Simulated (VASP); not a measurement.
# Ni (Pm-3m) in VASP: a series of runs

Ni is run at these levels: LDA; tasks: single point.

Program: VASP 6.6.1. These are calculated values, not measurements. Logs are shortened: lines on timing, memory, paths and dates and some standing lists are left out, and cuts for length are marked.

### Step 1. The cell of the first run

It takes space group Pm-3m (No. 221, cubic). The conventional cell has a = 1.988 Å, b = 1.988 Å, c = 1.988 Å, α = 90.00°, β = 90.00°, γ = 90.00°. Within 2.6 Å of Ni (site symmetry m-3m) lie 6 Ni at 1.99 Å.

### Step 2. Single point, LDA, collinear spin, ferromagnetic start (volume scaled by 0.68)

Contents of INCAR:

```
PREC = Accurate
ENCUT = 520
EDIFF = 1E-7
ISMEAR = -1
SIGMA = 0.1
LREAL = F
LASPH = T
NELM = 150
ALGO = Normal
ISIF = 2
LWAVE = F
LCHARG = F
ISPIN = 2
MAGMOM = 1
LORBIT = 11
LMAXMIX = 4
GGA = CA
NBANDS = 15
```

Contents of KPOINTS:

```
regular mesh
0
Gamma
  19 19 19
```

Contents of POSCAR:

```
Ni
1.0
    1.9883260650      0.0000000000      0.0000000000
    0.0000000000      1.9883260650      0.0000000000
    0.0000000000      0.0000000000      1.9883260650
Ni
1
Direct
    0.0000000000      0.0000000000      0.0000000000
```

Potentials or basis: VASP PAW LDA potentials, release 64 (Ni).

The run is started by

```bash
> cat potpaw_LDA.64/Ni/POTCAR > POTCAR
> mpirun -np 1 vasp_std > vasp.out
```

OUTCAR:

```text
PREC = Accurate
   ENCUT = 520
   EDIFF = 1E-7
   ISMEAR = -1
   LREAL = F
   LASPH = T
   NELM = 150
   ISIF = 2
   ISPIN = 2
   LORBIT = 11
   GGA = CA

 ion  position               nearest neighbor table
   1  0.000  0.000  0.000-

  LATTYP: Found a simple cubic cell.
 ALAT       =     1.9883260650

  Lattice vectors:

 A1 = (   1.9883260650,   0.0000000000,   0.0000000000)
 A2 = (   0.0000000000,   1.9883260650,   0.0000000000)
 A3 = (   0.0000000000,   0.0000000000,   1.9883260650)

Analysis of symmetry for initial positions (statically):
=====================================================================
 Subroutine PRICEL returns:
 Original cell was already a primitive cell.

 Routine SETGRP: Setting up the symmetry group for a
 simple cubic supercell.

 Subroutine GETGRP returns: Found 48 space group operations
 (whereof 48 operations were pure point group operations)
 out of a pool of 48 trial point group operations.

The static configuration has the point symmetry O_h .

Analysis of symmetry for dynamics (positions and initial velocities):
=====================================================================
 Subroutine PRICEL returns:
 Original cell was already a primitive cell.

 Routine SETGRP: Setting up the symmetry group for a
 simple cubic supercell.

 Subroutine GETGRP returns: Found 48 space group operations
 (whereof 48 operations were pure point group operations)
 out of a pool of 48 trial point group operations.

The dynamic configuration has the point symmetry O_h .

Analysis of structural, dynamic, and magnetic symmetry:
=====================================================================
 Subroutine PRICEL returns:
 Original cell was already a primitive cell.

 Routine SETGRP: Setting up the symmetry group for a
 simple cubic supercell.

 Subroutine GETGRP returns: Found 48 space group operations
 (whereof 48 operations were pure point group operations)
 out of a pool of 48 trial point group operations.

The overall configuration has the point symmetry O_h .

 Subroutine INISYM returns: Found 48 space group operations
 (whereof 48 operations are pure point group operations),
 and found     1 'primitive' translations

----------------------------------------------------------------------------------------

                                     Primitive cell

  volume of cell :       7.8607

  direct lattice vectors                    reciprocal lattice vectors
     1.988326065  0.000000000  0.000000000     0.502935619  0.000000000  0.000000000
     0.000000000  1.988326065  0.000000000     0.000000000  0.502935619  0.000000000
     0.000000000  0.000000000  1.988326065     0.000000000  0.000000000  0.502935619

  length of vectors
     1.988326065  1.988326065  1.988326065     0.502935619  0.502935619  0.502935619

  position of ions in fractional coordinates (direct lattice)
     0.000000000  0.000000000  0.000000000

  ion indices of the primitive-cell ions
   primitive index   ion index
                 1           1

----------------------------------------------------------------------------------------

 KPOINTS: regular mesh

Automatic generation of k-mesh.
 Grid dimensions read from file:
 generate k-points for:   19   19   19

 Generating k-lattice:

  Cartesian coordinates                     Fractional coordinates (reciprocal lattice)
     0.026470296  0.000000000  0.000000000     0.052631579  0.000000000  0.000000000
     0.000000000  0.026470296  0.000000000     0.000000000  0.052631579  0.000000000
     0.000000000  0.000000000  0.026470296     0.000000000  0.000000000  0.052631579

  Length of vectors
     0.026470296  0.026470296  0.026470296

  Shift w.r.t. Gamma in fractional coordinates (k-lattice)
     0.000000000  0.000000000  0.000000000

 Subroutine IBZKPT returns following result:
 ===========================================

 Found    220 irreducible k-points:

 Following reciprocal coordinates:
            Coordinates               Weight
  0.000000  0.000000  0.000000      1.000000
  0.052632  0.000000  0.000000      6.000000
  0.105263  0.000000  0.000000      6.000000
  0.157895  0.000000  0.000000      6.000000
  0.210526  0.000000  0.000000      6.000000
  0.263158  0.000000  0.000000      6.000000
[... 16 lines left out ...]
  0.263158  0.105263  0.000000     24.000000
  0.315789  0.105263  0.000000     24.000000
 [... further k-points ...]
   k-points           NKPTS =    220   k-points in BZ     NKDIM =    220   number of bands    NBANDS=     15
   number of dos      NEDOS =    301   number of ions     NIONS =      1
   total plane-waves  NPLWV =   4096
   dimension x,y,z NGX =    16 NGY =   16 NGZ =   16
   dimension x,y,z NGXF=    32 NGYF=   32 NGZF=   32
   ions per type =               1
   NGX,Y,Z   is equivalent  to a cutoff of  13.38, 13.38, 13.38 a.u.
   NGXF,Y,Z  is equivalent  to a cutoff of  26.76, 26.76, 26.76 a.u.
 SYSTEM =  unknown system
   PREC   = accura    normal or accurate (medium, high low for compatibility)
   ISTART =      0    job   : 0-new  1-cont  2-samecut
   ICHARG =      2    charge: 1-file 2-atom 10-const
   ISPIN  =      2    spin polarized calculation?
   LNONCOLLINEAR =      F non collinear calculations
   LSORBIT =      F    spin-orbit coupling
   LASPH  =      T    aspherical Exc in radial PAW
   ENCUT  =  520.0 eV  38.22 Ry    6.18 a.u.   3.70  3.70  3.70*2*pi/ulx,y,z
   NELM   =    150;   NELMIN=  2; NELMDL= -5     # of ELM steps
   EDIFF  = 0.1E-06   stopping-criterion for ELM
   LREAL  =      F    real-space projection
   EDIFFG = 0.1E-05   stopping-criterion for IOM
   NSW    =      0    number of steps for IOM
   IBRION =     -1    ionic relax: 0-MD 1-quasi-New 2-CG
   NFREE  =      0    steps in history (QN), initial steepest desc. (CG)
   ISIF   =      2    stress and relaxation
   ISYM   =      2    0-nonsym 1-usesym 2-fastsym
   POTIM  = 0.5000    time-step for ionic-motion
   TEBEG  =    0.0;   TEEND  =   0.0 temperature during run
   PSTRESS=    0.0 pullay stress
   NELECT =      10.0000    total number of electrons
   NUPDOWN=      -1.0000    fix difference up-down
   EMIN   =  10.00;   EMAX   =-10.00  energy-range for DOS
   EFERMI =   0.00;   METHOD = LEGACY
   ISMEAR =    -1;   SIGMA  =   0.10  broadening in eV -4-tet -1-fermi 0-gaus
   EFERMI_NEDOS =   21; number of points for ismear=-14 and -15
   IALGO  =     38    algorithm
   IMIX   =      4    mixing-type and parameters
     AMIX     =   0.40;   BMIX     =  1.00
     AMIX_MAG =   1.60;   BMIX_MAG =  1.00
  volume/ion in A,a.u.               =       7.86        53.05
  Fermi-wavevector in a.u.,A,eV,Ry     =   1.773865  3.352119 42.812051  3.146597
  Thomas-Fermi vector in A             =   2.839973
   LORBIT       =     11    0 simple, 1 ext, 2 COOP (PROOUT), +10 PAW based schemes
   GGA     = CA    functional components
   LHFCALC =     F    Hartree Fock is set to
   AEXX    =    0.0000 exact exchange contribution
   IVDW    =     0    specifies the selected vdW correction
   LEPSILON=     F    determine dielectric tensor
   LRPA    =     F    only Hartree local field effects (RPA)
 spin polarized calculation
  energy-cutoff  :      520.00
  volume of cell :        7.86
 maximum number of plane-waves:       222
 NGX is ok and might be reduce to    16
   NGX =  7   NGY =  7   NGZ =  7

 number of electron      10.0000000 magnetization       1.0000000

 number of electron       9.9999994 magnetization      -0.0001602

 number of electron       9.9999994 magnetization       0.0000289

 Free energy of the ion-electron system (eV)
  ---------------------------------------------------
  ext. energy  EPLUGINS =         0.00000000
  ---------------------------------------------------
  free energy    TOTEN  =        -4.45082264 eV

  energy without entropy =       -4.40576607  energy(sigma->0) =       -4.42829436

 E-fermi :  14.8902     XC(G=0): -15.5272

 val. band max:       14.8842014755   @ k =   0.2632   0.2632   0.1579
 cond. band min:      14.8934515561   @ k =   0.2105   0.1053   0.0000
 fundamental gap:      0.0092500805
 Fermi energy:        14.8902363309

 spin component 1

 k-point     1 :       0.0000    0.0000    0.0000
  band No.  band energies     occupation
      1       3.4090      1.00000
      2       8.4639      1.00000
      3       8.4639      1.00000
      4      15.0577      0.15782
      5      15.0577      0.15782
      6      15.0577      0.15782
      7      40.4952      0.00000
      8      40.4952      0.00000
      9      40.4952      0.00000
     10      46.1222      0.00000
     11      46.1222      0.00000
     12      52.3137      0.00000
     13      61.3816      0.00000
     14      66.8290      0.00000
     15      66.8290      0.00000
[... 397 lines left out ...]
 k-point    24 :       0.3158    0.1053    0.0000
  band No.  band energies     occupation
      1       7.2085      1.00000
      2       9.3141      1.00000
      3      10.7445      1.00000
      4      13.5005      1.00000
      5      13.5128      1.00000
      6      14.9657      0.31971
      7      26.4979      0.00000
      8      40.1880      0.00000
      9      46.4476      0.00000
     10      46.5761      0.00000
     11      51.9092      0.00000
     12      56.8471      0.00000
     13      59.8002      0.00000
     14      60.4912      0.00000
     15      61.6734      0.00000

 [... further k-points ...]

 spin component 2

 k-point     1 :       0.0000    0.0000    0.0000
  band No.  band energies     occupation
      1       3.4090      1.00000
      2       8.4638      1.00000
      3       8.4638      1.00000
      4      15.0577      0.15783
      5      15.0577      0.15783
      6      15.0577      0.15783
      7      40.4952      0.00000
      8      40.4952      0.00000
      9      40.4952      0.00000
     10      46.1222      0.00000
     11      46.1222      0.00000
     12      52.3138      0.00000
     13      61.3817      0.00000
     14      66.8290      0.00000
     15      66.8290      0.00000
[... 397 lines left out ...]
 k-point    24 :       0.3158    0.1053    0.0000
  band No.  band energies     occupation
      1       7.2085      1.00000
      2       9.3141      1.00000
      3      10.7445      1.00000
      4      13.5005      1.00000
      5      13.5128      1.00000
      6      14.9657      0.31973
      7      26.4979      0.00000
      8      40.1880      0.00000
      9      46.4476      0.00000
     10      46.5761      0.00000
     11      51.9092      0.00000
     12      56.8471      0.00000
     13      59.8003      0.00000
     14      60.4911      0.00000
     15      61.6734      0.00000

 [... further k-points ...]
[... 5 lines left out ...]
  --------------------------------------------------------------------------------------
  -------------------------------------------------------------------------------------
  Total        8.5881013      8.5881013      8.5881013      0.0000000      0.0000000     -0.0000000
  in kB     1750.4307017   1750.4307017   1750.4307017      0.0000000      0.0000000     -0.0000000
  external PRESSURE =    1750.4307017 kB  Pullay stress =       0.0000000 kB

 VOLUME and BASIS-vectors are now :
 -----------------------------------------------------------------------------
  energy-cutoff  :      520.00
  volume of cell :        7.86
      direct lattice vectors                 reciprocal lattice vectors
     1.988326065  0.000000000  0.000000000     0.502935619  0.000000000  0.000000000
     0.000000000  1.988326065  0.000000000     0.000000000  0.502935619  0.000000000
     0.000000000  0.000000000  1.988326065     0.000000000  0.000000000  0.502935619

 POSITION                                       TOTAL-FORCE (eV/Angst)
 -----------------------------------------------------------------------------------
      0.00000      0.00000      0.00000         0.000000      0.000000      0.000000
 -----------------------------------------------------------------------------------
    total drift:                               -0.000000     -0.000000      0.000000

  FREE ENERGIE OF THE ION-ELECTRON SYSTEM (eV)
  ---------------------------------------------------
  free  energy   TOTEN  =        -4.4508226395 eV

  energy  without entropy=       -4.4057660727  energy(sigma->0) =       -4.42829436

 total charge

# of ion       s       p       d       tot
------------------------------------------
    1        0.743   0.834   8.772  10.349

 magnetization (x)

# of ion       s       p       d       tot
------------------------------------------
    1       -0.000  -0.000  -0.000  -0.000
```

It took 18 s on 1 thread of Intel Xeon Platinum 8375C at 2.90GHz (Ice Lake), shared host; peak memory 0.14 GiB.

What came out:

| Quantity | Value |
| --- | --- |
| Free energy | -4.4508 eV |
| Pressure | 175.0 GPa |
| Band gap on the k mesh | zero (filled and empty bands overlap) |
| Net moment | 0.00 μB per cell |

### Step 3. Single point, LDA, collinear spin, ferromagnetic start (volume scaled by 0.68)

Contents of INCAR:

```
SYSTEM = Ni
PREC = Accurate ; ENCUT = 520
EDIFF = 1E-6 ; ISMEAR = -1
SIGMA = 0.1 ; LREAL = .FALSE.
LASPH = .TRUE. ; NELM = 150
ALGO = Normal ; ISIF = 2
LWAVE = .FALSE. ; LCHARG = .FALSE.
ISPIN = 2 ; MAGMOM = 1
LORBIT = 11 ; LMAXMIX = 4
NBANDS = 15
```

Contents of KPOINTS:

```
Automatic mesh
0
G
  19 19 19
  0 0 0
```

POSCAR is that of step 2.

Potentials or basis: VASP PAW LDA potentials, release 64 (Ni).

The run is started by

```bash
> cat potpaw_LDA.64/Ni/POTCAR > POTCAR
> mpirun -np 1 vasp_std > vasp.out
```

Run time: 18 s. Hardware: 1 thread of Intel Xeon Platinum 8375C at 2.90GHz (Ice Lake), shared host; peak memory 0.14 GiB.

It converged, with:

- Free energy: -4.4508 eV
- Pressure: 175.0 GPa
- Band gap on the k mesh: zero (filled and empty bands overlap)
- Net moment: 0.00 μB per cell

Levels at points of the mesh, in eV from the Fermi level:
Spin up:
| k point | band 3 | band 4 | band 5 | band 6 | band 7 | band 8 |
| --- | --- | --- | --- | --- | --- | --- |
| (0.00, 0.00, 0.00) | -6.43 | 0.17 | 0.17 | 0.17 | 25.60 | 25.60 |
Spin down:
| k point | band 1 | band 2 | band 3 | band 4 | band 5 | band 6 | band 7 | band 8 | band 9 | band 10 |
| --- | --- | --- | --- | --- | --- | --- | --- | --- | --- | --- |
| (0.00, 0.00, 0.00) | -11.48 | -6.43 | -6.43 | 0.17 | 0.17 | 0.17 | 25.60 | 25.60 | 25.60 | 31.23 |

### Step 4. Single point, LDA, collinear spin, ferromagnetic start (volume scaled by 0.78)

Contents of INCAR:

```
SYSTEM = Ni
PREC     = Accurate       ! precision mode
ENCUT    = 520            ! plane-wave cutoff, eV
EDIFF    = 1E-6           ! SCF threshold, eV
ISMEAR   = -1             ! smearing method
SIGMA    = 0.1            ! smearing width, eV
LREAL    = .False.        ! projectors in reciprocal space
LASPH    = .True.         ! aspherical terms in the spheres
NELM     = 150            ! most SCF steps
ALGO     = Normal         ! electronic algorithm
ISIF     = 2              ! what is computed and relaxed
LWAVE    = .False.        ! write WAVECAR
LCHARG   = .False.        ! write CHGCAR
ISPIN    = 2              ! spin polarisation
MAGMOM   = 1              ! initial moments
LORBIT   = 11             ! projections on sites
LMAXMIX  = 4              ! l up to which the mixer works
NBANDS   = 15             ! bands
```

Contents of KPOINTS:

```
regular mesh
0
Gamma
  19 19 19
  0 0 0
```

Contents of POSCAR:

```
Ni
1.0
    2.0813710153      0.0000000000      0.0000000000
    0.0000000000      2.0813710153      0.0000000000
    0.0000000000      0.0000000000      2.0813710153
Ni
1
Direct
    0.0000000000      0.0000000000      0.0000000000
```

The run is started by

```bash
> cat potpaw_LDA.64/Ni/POTCAR > POTCAR
> mpirun -np 1 vasp_std > vasp.out
```

Run time: 22 s. Hardware: 1 thread of Intel Xeon Platinum 8375C at 2.90GHz (Ice Lake), shared host; peak memory 0.15 GiB.

Results (log left out):

| Quantity | Value |
| --- | --- |
| Free energy | -5.3427 eV |
| Pressure | 81.8 GPa |
| Band gap on the k mesh | zero (filled and empty bands overlap) |
| Net moment | 0.00 μB per cell |
| Valence electrons inside the program's atomic spheres | Ni 9.94 |

Levels at points of the mesh, in eV from the Fermi level:
Spin up:
```
           k point  band 2  band 3  band 4  band 5  band 6  band 7  band 8  band 9
(0.00, 0.00, 0.00)   -5.31   -5.31    0.13    0.13    0.13   23.70   23.70   23.70
```
Spin down:
```tsv
k point	band 2	band 3	band 4	band 5	band 6	band 7	band 8	band 9
(0.00, 0.00, 0.00)	-5.31	-5.31	0.13	0.13	0.13	23.70	23.70	23.70
```
